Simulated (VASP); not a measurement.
# MnHg (Pm-3m) in VASP: notebook

The runs below take MnHg through single point, with PBE.

Everything below comes from runs of VASP 6.6.1. Logs are shortened: lines on timing, memory, paths and dates and some standing lists are left out, and cuts for length are marked.

### Step 1. The cell of the first run

It takes space group Pm-3m (No. 221, cubic). The conventional cell has a = 3.369 Å, b = 3.369 Å, c = 3.369 Å, α = 90.00°, β = 90.00°, γ = 90.00°. Within 3.8 Å of Mn (site symmetry m-3m) lie 8 Hg at 2.92 Å and 6 Mn at 3.37 Å. Hg (site symmetry m-3m) has 8 Mn at 2.92 Å and 6 Hg at 3.37 Å within 3.8 Å.

### Step 2. Single point, PBE (19.13 Å³/atom)

File INCAR:

```
SYSTEM = MnHg
ALGO = Normal
EDIFF = 1E-6
ENCUT = 520
GGA = PE
ISIF = 2
ISMEAR = -1
LASPH = .TRUE.
LCHARG = .FALSE.
LREAL = .FALSE.
LWAVE = .FALSE.
NBANDS = 20
NELM = 80
PREC = Accurate
SIGMA = 0.1
```

File KPOINTS:

```
k-points
0
G
  10 10 10
  0 0 0
```

File POSCAR:

```
MnHg
1.0
    3.3693539228      0.0000000000      0.0000000000
    0.0000000000      3.3693539228      0.0000000000
    0.0000000000      0.0000000000      3.3693539228
Mn Hg
1 1
Direct
    0.5000000000      0.5000000000      0.5000000000
    0.0000000000      0.0000000000      0.0000000000
```

Potentials or basis: VASP PAW PBE potentials, release 64 (Mn_pv, Hg).

Run with:

```
> cat potpaw_PBE.64/Mn_pv/POTCAR potpaw_PBE.64/Hg/POTCAR > POTCAR
> mpirun -np 1 vasp_std > vasp.out
```

OUTCAR:

```text
SYSTEM = MnHg
   EDIFF = 1E-6
   ENCUT = 520
   GGA = PE
   ISIF = 2
   ISMEAR = -1
   LASPH = .TRUE.
   LREAL = .FALSE.
   NELM = 80
   PREC = Accurate

 ion  position               nearest neighbor table
   1  0.500  0.500  0.500-   2 2.92   2 2.92   2 2.92   2 2.92   2 2.92   2 2.92   2 2.92   2 2.92

   2  0.000  0.000  0.000-   1 2.92   1 2.92   1 2.92   1 2.92   1 2.92   1 2.92   1 2.92   1 2.92

  LATTYP: Found a simple cubic cell.
 ALAT       =     3.3693539228

  Lattice vectors:

 A1 = (   3.3693539228,   0.0000000000,   0.0000000000)
 A2 = (   0.0000000000,   3.3693539228,   0.0000000000)
 A3 = (   0.0000000000,   0.0000000000,   3.3693539228)

Analysis of symmetry for initial positions (statically):
=====================================================================
 Subroutine PRICEL returns:
 Original cell was already a primitive cell.

 Routine SETGRP: Setting up the symmetry group for a
 simple cubic supercell.

 Subroutine GETGRP returns: Found 48 space group operations
 (whereof 48 operations were pure point group operations)
 out of a pool of 48 trial point group operations.

The static configuration has the point symmetry O_h .

Analysis of symmetry for dynamics (positions and initial velocities):
=====================================================================
 Subroutine PRICEL returns:
 Original cell was already a primitive cell.

 Routine SETGRP: Setting up the symmetry group for a
 simple cubic supercell.

 Subroutine GETGRP returns: Found 48 space group operations
 (whereof 48 operations were pure point group operations)
 out of a pool of 48 trial point group operations.

The dynamic configuration has the point symmetry O_h .

 Subroutine INISYM returns: Found 48 space group operations
 (whereof 48 operations are pure point group operations),
 and found     1 'primitive' translations

----------------------------------------------------------------------------------------

                                     Primitive cell

  volume of cell :      38.2507

  direct lattice vectors                    reciprocal lattice vectors
     3.369353923  0.000000000  0.000000000     0.296792804  0.000000000  0.000000000
     0.000000000  3.369353923  0.000000000     0.000000000  0.296792804  0.000000000
     0.000000000  0.000000000  3.369353923     0.000000000  0.000000000  0.296792804

  length of vectors
[... 78 lines left out ...]
   LSORBIT =      F    spin-orbit coupling
   LASPH  =      T    aspherical Exc in radial PAW
   ENCUT  =  520.0 eV  38.22 Ry    6.18 a.u.   6.26  6.26  6.26*2*pi/ulx,y,z
   NELM   =     80;   NELMIN=  2; NELMDL= -5     # of ELM steps
   EDIFF  = 0.1E-05   stopping-criterion for ELM
   LREAL  =      F    real-space projection
   EDIFFG = 0.1E-04   stopping-criterion for IOM
   NSW    =      0    number of steps for IOM
   IBRION =     -1    ionic relax: 0-MD 1-quasi-New 2-CG
   NFREE  =      0    steps in history (QN), initial steepest desc. (CG)
   ISIF   =      2    stress and relaxation
   ISYM   =      2    0-nonsym 1-usesym 2-fastsym
   POTIM  = 0.5000    time-step for ionic-motion
   TEBEG  =    0.0;   TEEND  =   0.0 temperature during run
   PSTRESS=    0.0 pullay stress
   NELECT =      25.0000    total number of electrons
   NUPDOWN=      -1.0000    fix difference up-down
   EMIN   =  10.00;   EMAX   =-10.00  energy-range for DOS
   EFERMI =   0.00;   METHOD = LEGACY
   ISMEAR =    -1;   SIGMA  =   0.10  broadening in eV -4-tet -1-fermi 0-gaus
   EFERMI_NEDOS =   21; number of points for ismear=-14 and -15
   IALGO  =     38    algorithm
   IMIX   =      4    mixing-type and parameters
     AMIX     =   0.40;   BMIX     =  1.00
     AMIX_MAG =   1.60;   BMIX_MAG =  1.00
  volume/ion in A,a.u.               =      19.13       129.06
  Fermi-wavevector in a.u.,A,eV,Ry     =   1.420719  2.684770 27.462579  2.018443
  Thomas-Fermi vector in A             =   2.541605
   LORBIT       =      0    0 simple, 1 ext, 2 COOP (PROOUT), +10 PAW based schemes
   GGA     = PE    functional components
   LHFCALC =     F    Hartree Fock is set to
   AEXX    =    0.0000 exact exchange contribution
   IVDW    =     0    specifies the selected vdW correction
   LEPSILON=     F    determine dielectric tensor
   LRPA    =     F    only Hartree local field effects (RPA)
 non-spin polarized calculation
  energy-cutoff  :      520.00
  volume of cell :       38.25
 maximum number of plane-waves:      1064
 NGX is ok and might be reduce to    28
   NGX = 13   NGY = 13   NGZ = 13

 number of electron      24.9999992 magnetization

 Free energy of the ion-electron system (eV)
  ---------------------------------------------------
  ext. energy  EPLUGINS =         0.00000000
  ---------------------------------------------------
  free energy    TOTEN  =        -6.94538008 eV

  energy without entropy =       -6.74803388  energy(sigma->0) =       -6.84670698

 E-fermi :   4.3105     XC(G=0): -11.4657

 val. band max:        4.2855020633   @ k =   0.3000   0.3000   0.3000
 cond. band min:       4.3108156727   @ k =   0.5000   0.2000   0.1000
 fundamental gap:      0.0253136094
 Fermi energy:         4.3105327683

 k-point     1 :       0.0000    0.0000    0.0000
  band No.  band energies     occupation
      1     -43.2941      2.00000
      2     -43.2941      2.00000
      3     -43.2941      2.00000
      4      -4.1750      2.00000
      5      -3.1667      2.00000
      6      -3.1667      2.00000
[... 541 lines left out ...]
     19      16.7924      0.00000
     20      17.1315      0.00000

 [... further k-points ...]

------------------------ aborting loop because EDIFF is reached ----------------------------------------

  FORCE on cell =-STRESS in cart. coord.  units (eV):
  Direction    XX          YY          ZZ          XY          YZ          ZX
  --------------------------------------------------------------------------------------
  -------------------------------------------------------------------------------------
  Total       -3.8633121     -3.8633121     -3.8633121     -0.0000000      0.0000000     -0.0000000
  in kB     -161.8193614   -161.8193614   -161.8193614     -0.0000000      0.0000000     -0.0000000
  external PRESSURE =    -161.8193614 kB  Pullay stress =       0.0000000 kB

 VOLUME and BASIS-vectors are now :
 -----------------------------------------------------------------------------
  energy-cutoff  :      520.00
  volume of cell :       38.25
      direct lattice vectors                 reciprocal lattice vectors
     3.369353923  0.000000000  0.000000000     0.296792804  0.000000000  0.000000000
     0.000000000  3.369353923  0.000000000     0.000000000  0.296792804  0.000000000
     0.000000000  0.000000000  3.369353923     0.000000000  0.000000000  0.296792804

 POSITION                                       TOTAL-FORCE (eV/Angst)
 -----------------------------------------------------------------------------------
      1.68468      1.68468      1.68468         0.000000      0.000000      0.000000
      0.00000      0.00000      0.00000         0.000000      0.000000      0.000000
 -----------------------------------------------------------------------------------
    total drift:                                0.000000      0.000000      0.000000

  FREE ENERGIE OF THE ION-ELECTRON SYSTEM (eV)
  ---------------------------------------------------
  free  energy   TOTEN  =        -6.9453800841 eV

  energy  without entropy=       -6.7480338834  energy(sigma->0) =       -6.84670698
```

stdout:

```text
POSCAR found type information on POSCAR MnHg
 POSCAR found :  2 types and       2 ions
 scaLAPACK will be used
 LDA part: xc-table for (Slater+PW92), standard interpolation
 POSCAR, INCAR and KPOINTS ok, starting setup
 FFT: planning ... GRIDC
 FFT: planning ... GRID_SOFT
 FFT: planning ... GRID
 WAVECAR not read
 entering main loop
```

It took 57 s on 1 thread of Intel Xeon 8259CL, shared host; peak memory 0.19 GiB.

Results:

* Free energy: -6.9454 eV
* Pressure: -16.2 GPa
* Band gap on the k mesh: zero (an odd number of electrons rules out a gap without spin polarisation)

Levels at points of the mesh, in eV from the Fermi level:
```csv
k point,band 10,band 11,band 12,band 13,band 14,band 15
"(0.00, 0.00, 0.00)",-0.65,-0.65,0.27,0.27,0.27,5.65
"(0.50, 0.00, 0.00)",-3.86,-0.92,-0.47,-0.47,0.11,0.72
"(0.50, 0.50, 0.00)",-0.69,-0.69,-0.44,0.17,0.17,0.46
"(0.50, 0.50, 0.50)",-1.72,-1.72,0.49,0.49,0.77,5.17
```

Caveat: the cell stands under tension; spin-orbit coupling is left out, which moves the levels of the heavy elements; the run has no spin polarisation, though such a crystal can be magnetic.

### Step 3. Single point, PBE (20.04 Å³/atom)

This run uses another cell than the first one, of 20.04 Å³/atom.

File INCAR:

```
SYSTEM = MnHg
PREC     = Accurate       ! precision mode
ENCUT    = 520            ! plane-wave cutoff, eV
EDIFF    = 1E-7           ! SCF threshold, eV
ISMEAR   = -1             ! smearing method
SIGMA    = 0.1            ! smearing width, eV
LREAL    = .False.        ! projectors in reciprocal space
LASPH    = .True.         ! aspherical terms in the spheres
NELM     = 100            ! most SCF steps
ALGO     = Normal         ! electronic algorithm
ISIF     = 2              ! what is computed and relaxed
LWAVE    = .False.        ! write WAVECAR
LCHARG   = .False.        ! write CHGCAR
GGA      = PE             ! functional
NBANDS   = 20             ! bands
```

File KPOINTS:

```
regular mesh
0
Gamma
  10 10 10
  0 0 0
```

File POSCAR:

```
MnHg
1.0
    3.4220085827      0.0000000000      0.0000000000
    0.0000000000      3.4220085827      0.0000000000
    0.0000000000      0.0000000000      3.4220085827
Mn Hg
1 1
Direct
    0.5000000000      0.5000000000      0.5000000000
    0.0000000000      0.0000000000      0.0000000000
```

Potentials or basis: VASP PAW PBE potentials, release 64 (Mn_pv, Hg).

Run with:

```
> cat potpaw_PBE.64/Mn_pv/POTCAR potpaw_PBE.64/Hg/POTCAR > POTCAR
> mpirun -np 1 vasp_std > vasp.out
```

Run time: 65 s. Hardware: 1 thread of Intel Xeon 8259CL, shared host; peak memory 0.19 GiB.

It converged, with:

| Quantity | Value |
| --- | --- |
| Free energy | -6.7529 eV |
| Pressure | -17.7 GPa |
| Band gap on the k mesh | zero (an odd number of electrons rules out a gap without spin polarisation) |

Levels at points of the mesh, in eV from the Fermi level:
| k point | band 8 | band 9 | band 10 | band 11 | band 12 | band 13 | band 14 | band 15 | band 16 | band 17 |
| --- | --- | --- | --- | --- | --- | --- | --- | --- | --- | --- |
| (0.00, 0.00, 0.00) | -6.38 | -6.38 | -0.61 | -0.61 | 0.25 | 0.25 | 0.25 | 5.51 | 5.51 | 5.51 |
| (0.50, 0.00, 0.00) | -6.29 | -4.33 | -3.68 | -0.84 | -0.42 | -0.42 | 0.11 | 0.68 | 10.18 | 10.18 |
| (0.50, 0.50, 0.00) | -5.92 | -3.11 | -0.59 | -0.59 | -0.43 | 0.14 | 0.14 | 0.44 | 1.96 | 3.74 |
| (0.50, 0.50, 0.50) | -5.90 | -1.59 | -1.59 | -1.59 | 0.46 | 0.46 | 0.56 | 4.99 | 4.99 | 4.99 |

Caveat: the cell stands under tension; spin-orbit coupling is left out, which moves the levels of the heavy elements; the run has no spin polarisation, though such a crystal can be magnetic. Spin polarisation is off, so any magnetic state and its effect on volume and gap are missing.

The gap in the log of VASP goes by the Fermi energy; the results here count the filled bands.